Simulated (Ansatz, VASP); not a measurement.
**Si: VASP beside Ansatz**

```xyz
2
Lattice="0.0000 2.7150 2.7150 2.7150 0.0000 2.7150 2.7150 2.7150 0.0000" Properties=species:S:1:pos:R:3 pbc="T T T"
Si    0.7088    0.6787    0.6787
Si    4.7212    4.7512    4.7512
```

Alike in both runs: task single point; functional PBE; k mesh 4 × 4 × 4; no spin polarisation.

|  | VASP | Ansatz |
| --- | --- | --- |
| version | VASP 6.6.1 | Ansatz 0.2 development build |
| potentials or method | VASP PAW PBE potentials, release 64 (Si), cutoff 500 eV | all-electron full-potential LAPW, scalar-relativistic |
| occupations | gaussian, width 0.01 eV | fixed |

Ansatz gave:

| Property | Result |
| --- | --- |
| gap on the k mesh at the Fermi level (eV) | 0.26 |
| pressure (GPa) | 2.8 |
| traceless stress, the component that is largest in VASP (GPa) | -2.33 |
| rms of the force components (eV/Å) | 0.487 |

Question: Estimate VASP's values.

Answer: gap on the k mesh at the Fermi level (eV): 0.26; pressure (GPa): 2.8; traceless stress, the component that is largest in VASP (GPa): -2.32; rms of the force components (eV/Å): 0.487.

Atom by atom the forces differ by 0.001 eV/Å (rms over components). Ansatz ran all-electron here, and VASP with PAW potentials.

The k mesh is coarse, so the values compare programs but aren't converged.
